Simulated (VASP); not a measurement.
# CdSe (rocksalt type) (Fm-3m) in VASP: a series of runs

Runs on CdSe (rocksalt type). Level: LDA. Tasks: single point.

Everything below comes from runs of VASP 6.6.1. Logs are shortened: lines on timing, memory, paths and dates and some standing lists are left out, and cuts for length are marked.

### 1 The cell of the first run

Symmetry: Fm-3m, No. 225, cubic system. The conventional cell has a = 4.558 Å, b = 4.558 Å, c = 4.558 Å, α = 90.00°, β = 90.00°, γ = 90.00°. Within 3.0 Å of Cd (site symmetry m-3m) lie 6 Se at 2.28 Å. Within 3.0 Å of Se (site symmetry m-3m) lie 6 Cd at 2.28 Å.

### 2 Single point, LDA (volume scaled by 0.55)

INCAR

```
PREC     = Accurate       # precision mode
ENCUT    = 520            # plane-wave cutoff, eV
EDIFF    = 1E-6           # SCF threshold, eV
ISMEAR   = -1             # smearing method
SIGMA    = 0.05           # smearing width, eV
LREAL    = False          # projectors in reciprocal space
LASPH    = True           # aspherical terms in the spheres
NELM     = 80             # most SCF steps
ALGO     = Normal         # electronic algorithm
ISIF     = 2              # what is computed and relaxed
LWAVE    = False          # write WAVECAR
LCHARG   = False          # write CHGCAR
NBANDS   = 16             # bands
```

KPOINTS

```
Automatic mesh
0
Gamma
  12 12 12
```

POSCAR

```
CdSe
1.0
    0.0000000000      2.2790298282      2.2790298282
    2.2790298282      0.0000000000      2.2790298282
    2.2790298282      2.2790298282      0.0000000000
Cd Se
1 1
Direct
    0.0000000000      0.0000000000      0.0000000000
    0.5000000000      0.5000000000      0.5000000000
```

Potentials or basis: VASP PAW LDA potentials, release 64 (Cd, Se).

Command:

```sh
cat potpaw_LDA.64/Cd/POTCAR potpaw_LDA.64/Se/POTCAR > POTCAR
mpirun -np 1 vasp_std > vasp.out
```

OUTCAR:

```text
PREC = Accurate
   ENCUT = 520
   EDIFF = 1E-6
   ISMEAR = -1
   LREAL = False
   LASPH = True
   NELM = 80
   ISIF = 2

 ion  position               nearest neighbor table
   1  0.000  0.000  0.000-   2 2.28   2 2.28   2 2.28   2 2.28   2 2.28   2 2.28
   2  0.500  0.500  0.500-   1 2.28   1 2.28   1 2.28   1 2.28   1 2.28   1 2.28

  LATTYP: Found a face centered cubic cell.
 ALAT       =     4.5580596564

  Lattice vectors:

 A1 = (   0.0000000000,   2.2790298282,   2.2790298282)
 A2 = (   2.2790298282,   0.0000000000,   2.2790298282)
 A3 = (   2.2790298282,   2.2790298282,   0.0000000000)

Analysis of symmetry for initial positions (statically):
=====================================================================
 Subroutine PRICEL returns:
 Original cell was already a primitive cell.

 Routine SETGRP: Setting up the symmetry group for a
 face centered cubic supercell.

 Subroutine GETGRP returns: Found 48 space group operations
 (whereof 48 operations were pure point group operations)
 out of a pool of 48 trial point group operations.

The static configuration has the point symmetry O_h .

Analysis of symmetry for dynamics (positions and initial velocities):
=====================================================================
 Subroutine PRICEL returns:
 Original cell was already a primitive cell.

 Routine SETGRP: Setting up the symmetry group for a
 face centered cubic supercell.

 Subroutine GETGRP returns: Found 48 space group operations
 (whereof 48 operations were pure point group operations)
 out of a pool of 48 trial point group operations.

The dynamic configuration has the point symmetry O_h .

 Subroutine INISYM returns: Found 48 space group operations
 (whereof 48 operations are pure point group operations),
 and found     1 'primitive' translations

----------------------------------------------------------------------------------------

                                     Primitive cell

  volume of cell :      23.6745

  direct lattice vectors                    reciprocal lattice vectors
     0.000000000  2.279029828  2.279029828    -0.219391600  0.219391600  0.219391600
     2.279029828  0.000000000  2.279029828     0.219391600 -0.219391600  0.219391600
     2.279029828  2.279029828  0.000000000     0.219391600  0.219391600 -0.219391600

  length of vectors
     3.223034892  3.223034892  3.223034892     0.379997398  0.379997398  0.379997398

  position of ions in fractional coordinates (direct lattice)
     0.000000000  0.000000000  0.000000000
     0.500000000  0.500000000  0.500000000

  ion indices of the primitive-cell ions
   primitive index   ion index
                 1           1
                 2           2

----------------------------------------------------------------------------------------

 KPOINTS: Automatic mesh

Automatic generation of k-mesh.
 Grid dimensions read from file:
 generate k-points for:   12   12   12

 Generating k-lattice:

  Cartesian coordinates                     Fractional coordinates (reciprocal lattice)
    -0.018282633  0.018282633  0.018282633     0.083333333  0.000000000  0.000000000
     0.018282633 -0.018282633  0.018282633     0.000000000  0.083333333  0.000000000
     0.018282633  0.018282633 -0.018282633     0.000000000  0.000000000  0.083333333

  Length of vectors
     0.031666450  0.031666450  0.031666450

  Shift w.r.t. Gamma in fractional coordinates (k-lattice)
     0.000000000  0.000000000  0.000000000

 Subroutine IBZKPT returns following result:
 ===========================================

 Found     72 irreducible k-points:

 Following reciprocal coordinates:
            Coordinates               Weight
  0.000000  0.000000  0.000000      1.000000
  0.083333  0.000000  0.000000      8.000000
  0.166667  0.000000  0.000000      8.000000
  0.250000  0.000000  0.000000      8.000000
  0.333333  0.000000  0.000000      8.000000
  0.416667  0.000000  0.000000      8.000000
[... 16 lines left out ...]
  0.500000  0.166667  0.000000     24.000000
 -0.416667  0.166667  0.000000     24.000000
 [... further k-points ...]
   k-points           NKPTS =     72   k-points in BZ     NKDIM =     72   number of bands    NBANDS=     16
   number of dos      NEDOS =    301   number of ions     NIONS =      2
   total plane-waves  NPLWV =  13824
   dimension x,y,z NGX =    24 NGY =   24 NGZ =   24
   dimension x,y,z NGXF=    48 NGYF=   48 NGZF=   48
   ions per type =               1   1
   NGX,Y,Z   is equivalent  to a cutoff of  12.38, 12.38, 12.38 a.u.
   NGXF,Y,Z  is equivalent  to a cutoff of  24.76, 24.76, 24.76 a.u.
 SYSTEM =  unknown system
   PREC   = accura    normal or accurate (medium, high low for compatibility)
   ISTART =      0    job   : 0-new  1-cont  2-samecut
   ICHARG =      2    charge: 1-file 2-atom 10-const
   ISPIN  =      1    spin polarized calculation?
   LNONCOLLINEAR =      F non collinear calculations
   LSORBIT =      F    spin-orbit coupling
   LASPH  =      T    aspherical Exc in radial PAW
   ENCUT  =  520.0 eV  38.22 Ry    6.18 a.u.   5.99  5.99  5.99*2*pi/ulx,y,z
   NELM   =     80;   NELMIN=  2; NELMDL= -5     # of ELM steps
   EDIFF  = 0.1E-05   stopping-criterion for ELM
   LREAL  =      F    real-space projection
   EDIFFG = 0.1E-04   stopping-criterion for IOM
   NSW    =      0    number of steps for IOM
   IBRION =     -1    ionic relax: 0-MD 1-quasi-New 2-CG
   NFREE  =      0    steps in history (QN), initial steepest desc. (CG)
   ISIF   =      2    stress and relaxation
   ISYM   =      2    0-nonsym 1-usesym 2-fastsym
   POTIM  = 0.5000    time-step for ionic-motion
   TEBEG  =    0.0;   TEEND  =   0.0 temperature during run
   PSTRESS=    0.0 pullay stress
   NELECT =      18.0000    total number of electrons
   NUPDOWN=      -1.0000    fix difference up-down
   EMIN   =  10.00;   EMAX   =-10.00  energy-range for DOS
   EFERMI =   0.00;   METHOD = LEGACY
   ISMEAR =    -1;   SIGMA  =   0.05  broadening in eV -4-tet -1-fermi 0-gaus
   EFERMI_NEDOS =   21; number of points for ismear=-14 and -15
   IALGO  =     38    algorithm
   IMIX   =      4    mixing-type and parameters
     AMIX     =   0.40;   BMIX     =  1.00
     AMIX_MAG =   1.60;   BMIX_MAG =  1.00
  volume/ion in A,a.u.               =      11.84        79.88
  Fermi-wavevector in a.u.,A,eV,Ry     =   1.494189  2.823609 30.376395  2.232602
  Thomas-Fermi vector in A             =   2.606494
   LORBIT       =      0    0 simple, 1 ext, 2 COOP (PROOUT), +10 PAW based schemes
   GGA     = CA    functional components
   LHFCALC =     F    Hartree Fock is set to
   AEXX    =    0.0000 exact exchange contribution
   IVDW    =     0    specifies the selected vdW correction
   LEPSILON=     F    determine dielectric tensor
   LRPA    =     F    only Hartree local field effects (RPA)
 non-spin polarized calculation
  energy-cutoff  :      520.00
  volume of cell :       23.67
 maximum number of plane-waves:       650
   NGX = 11   NGY = 11   NGZ = 11

 number of electron      17.9999999 magnetization

 Free energy of the ion-electron system (eV)
  ---------------------------------------------------
  ext. energy  EPLUGINS =         0.00000000
  ---------------------------------------------------
  free energy    TOTEN  =         0.44636304 eV

  energy without entropy =        0.45066844  energy(sigma->0) =        0.44851574

 E-fermi :  12.0778     XC(G=0): -13.9552

 val. band max:       12.0709146530   @ k =  -0.2500   0.1667   0.0000
 cond. band min:      12.1409845872   @ k =  -0.4167   0.5000   0.0833
 fundamental gap:      0.0700699342
 Fermi energy:        12.0778081505

 k-point     1 :       0.0000    0.0000    0.0000
  band No.  band energies     occupation
      1      -8.6024      2.00000
      2      -0.1115      2.00000
      3      -0.1115      2.00000
      4      -0.1115      2.00000
      5      -0.0392      2.00000
      6      -0.0392      2.00000
[... 8 lines left out ...]
     15      25.1111      0.00000
     16      25.1111      0.00000

 k-point     2 :       0.0833    0.0000    0.0000
  band No.  band energies     occupation
      1      -8.4583      2.00000
      2      -0.1660      2.00000
      3      -0.1572      2.00000
      4      -0.1572      2.00000
      5      -0.0418      2.00000
      6      -0.0418      2.00000
[... 8 lines left out ...]
     15      23.8901      0.00000
     16      23.8901      0.00000

 k-point     3 :       0.1667    0.0000    0.0000
  band No.  band energies     occupation
      1      -8.0336      2.00000
      2      -0.4135      2.00000
      3      -0.4135      2.00000
      4      -0.3384      2.00000
      5       0.1013      2.00000
      6       0.1013      2.00000
[... 8 lines left out ...]
     15      23.0662      0.00000
     16      23.0662      0.00000

 k-point     4 :       0.2500    0.0000    0.0000
  band No.  band energies     occupation
      1      -7.3547      2.00000
      2      -0.7390      2.00000
      3      -0.7390      2.00000
      4      -0.6639      2.00000
      5       0.3107      2.00000
      6       0.3107      2.00000
[... 8 lines left out ...]
     15      23.4566      0.00000
     16      23.4566      0.00000

 k-point     5 :       0.3333    0.0000    0.0000
  band No.  band energies     occupation
      1      -6.4805      2.00000
      2      -1.2035      2.00000
      3      -1.0367      2.00000
      4      -1.0367      2.00000
      5       0.5307      2.00000
      6       0.5307      2.00000
[... 8 lines left out ...]
     15      24.4749      0.00000
     16      24.4749      0.00000

 k-point     6 :       0.4167    0.0000    0.0000
  band No.  band energies     occupation
      1      -5.5597      2.00000
      2      -1.9269      2.00000
      3      -1.2401      2.00000
      4      -1.2401      2.00000
      5       0.6991      2.00000
      6       0.6991      2.00000
[... 8 lines left out ...]
     15      25.7259      0.00000
     16      26.0294      0.00000
[... 267 lines left out ...]
 k-point    21 :       0.3333    0.1667    0.0000
  band No.  band energies     occupation
      1      -6.8123      2.00000
      2      -1.3254      2.00000
      3      -0.6218      2.00000
      4      -0.4278      2.00000
      5       0.3666      2.00000
      6       0.5742      2.00000
[... 8 lines left out ...]
     15      25.9992      0.00000
     16      26.7257      0.00000

 k-point    22 :       0.4167    0.1667    0.0000
  band No.  band energies     occupation
      1      -6.0962      2.00000
      2      -1.5399      2.00000
      3      -0.8097      2.00000
      4      -0.7320      2.00000
      5       0.6088      2.00000
      6       0.7535      2.00000
[... 8 lines left out ...]
     15      27.4189      0.00000
     16      27.4255      0.00000

 k-point    23 :       0.5000    0.1667    0.0000
  band No.  band energies     occupation
      1      -5.4945      2.00000
      2      -1.7809      2.00000
      3      -0.9805      2.00000
      4      -0.9082      2.00000
      5       0.8118      2.00000
      6       0.8383      2.00000
[... 8 lines left out ...]
     15      26.9967      0.00000
     16      28.7030      0.00000

 k-point    24 :      -0.4167    0.1667    0.0000
  band No.  band energies     occupation
      1      -5.3315      2.00000
      2      -1.9269      2.00000
      3      -1.1265      2.00000
      4      -0.8614      2.00000
      5       0.7410      2.00000
      6       0.9679      2.00000
[... 8 lines left out ...]
     15      25.9724      0.00000
     16      27.8376      0.00000

 [... further k-points ...]
[... 5 lines left out ...]
  --------------------------------------------------------------------------------------
  -------------------------------------------------------------------------------------
  Total       30.2203418     30.2203418     30.2203418      0.0000000      0.0000000      0.0000000
  in kB     2045.1724358   2045.1724358   2045.1724358      0.0000000      0.0000000      0.0000000
  external PRESSURE =    2045.1724358 kB  Pullay stress =       0.0000000 kB

 VOLUME and BASIS-vectors are now :
 -----------------------------------------------------------------------------
  energy-cutoff  :      520.00
  volume of cell :       23.67
      direct lattice vectors                 reciprocal lattice vectors
     0.000000000  2.279029828  2.279029828    -0.219391600  0.219391600  0.219391600
     2.279029828  0.000000000  2.279029828     0.219391600 -0.219391600  0.219391600
     2.279029828  2.279029828  0.000000000     0.219391600  0.219391600 -0.219391600

 POSITION                                       TOTAL-FORCE (eV/Angst)
 -----------------------------------------------------------------------------------
      0.00000      0.00000      0.00000        -0.000000      0.000000      0.000000
      2.27903      2.27903      2.27903         0.000000     -0.000000     -0.000000
 -----------------------------------------------------------------------------------
    total drift:                                0.000000     -0.000000     -0.000000

  FREE ENERGIE OF THE ION-ELECTRON SYSTEM (eV)
  ---------------------------------------------------
  free  energy   TOTEN  =         0.4463630384 eV

  energy  without entropy=        0.4506684434  energy(sigma->0) =        0.44851574
```

It took 14 s on 1 thread of Intel Xeon Platinum 8259CL at 2.50GHz (Skylake/Cascade Lake), shared host; peak memory 0.14 GiB.

What came out:

| Item | Value |
| --- | --- |
| Free energy | 0.4464 eV |
| Pressure | 204.5 GPa |
| Band gap on the k mesh | zero (band 9 reaches 12.29 eV, above the bottom of band 10 at 10.96 eV) |

### 3 Single point, LDA (volume scaled by 0.55, partial waves polarizable)

INCAR

```
SYSTEM = CdSe
ALGO = Normal
EDIFF = 1E-6
ENCUT = 520
GGA = CA
ISIF = 2
ISMEAR = -1
LASPH = .True.
LCHARG = .False.
LREAL = .False.
LWAVE = .False.
NBANDS = 16
NELM = 100
PREC = Accurate
SIGMA = 0.05
```

KPOINTS

```
k-points
0
Gamma
  12 12 12
  0 0 0
```

POSCAR is that of step 2.

Potentials or basis: VASP PAW LDA potentials, release 64 (Cd, Se).

Command:

```sh
cat potpaw_LDA.64/Cd/POTCAR potpaw_LDA.64/Se/POTCAR > POTCAR
mpirun -np 1 vasp_std > vasp.out
```

It took 15 s on 1 thread of Intel Xeon Platinum 8259CL at 2.50GHz (Skylake/Cascade Lake), shared host; peak memory 0.15 GiB.

It converged, with:

| Quantity | Value |
| --- | --- |
| Free energy | 0.4464 eV |
| Pressure | 204.5 GPa |
| Band gap on the k mesh | zero (band 9 reaches 12.29 eV, above the bottom of band 10 at 10.96 eV) |

Levels at points of the mesh, in eV from the Fermi level:
```csv
k point,band 5,band 6,band 7,band 8,band 9,band 10,band 11,band 12,band 13,band 14
"(0.00, 0.00, 0.00)",-12.12,-12.12,-2.77,-2.77,-2.77,4.43,7.38,8.76,8.76,8.76
"(0.50, 0.00, 0.00)",-11.32,-11.32,-9.09,0.21,0.21,1.23,3.79,3.79,10.97,14.37
"(0.50, 0.50, 0.00)",-11.02,-11.01,-8.16,-6.38,-6.38,-1.12,3.85,14.41,15.49,15.49
```
